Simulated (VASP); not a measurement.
A run of VASP 6.6.1:

INCAR

```
ALGO = Normal
EDIFF = 1E-6
ENCUT = 520
GGA = PE
ISIF = 2
ISMEAR = -1
LASPH = T
LCHARG = F
LREAL = F
LWAVE = F
NBANDS = 9
NELM = 100
PREC = Accurate
SIGMA = 0.1
```

Contents of KPOINTS:

```
k-points
0
Gamma
  18 18 18
```

POSCAR

```
Se
1.0
    2.8679691667      0.0000000000      0.0000000000
    0.0000000000      2.8679691667      0.0000000000
    0.0000000000      0.0000000000      2.8679691667
Se
1
Direct
    0.0000000000      0.0000000000      0.0000000000
```

Potentials or basis: VASP PAW PBE potentials, release 64 (Se).

Launch:

```sh
$ cat potpaw_PBE.64/Se/POTCAR > POTCAR
$ mpirun -np 1 vasp_std > vasp.out
```

Hardware: 1 thread of AMD EPYC 7R43 64-Core Processor (Zen 3), with other jobs on the host.

Problem. Estimate the wall time of this run.

Solution. It took 24 s on 1 thread of AMD EPYC 7R43 64-Core Processor (Zen 3), with other jobs on the host, peak memory 0.13 GiB. Counts: scf iterations 11, k points 220.
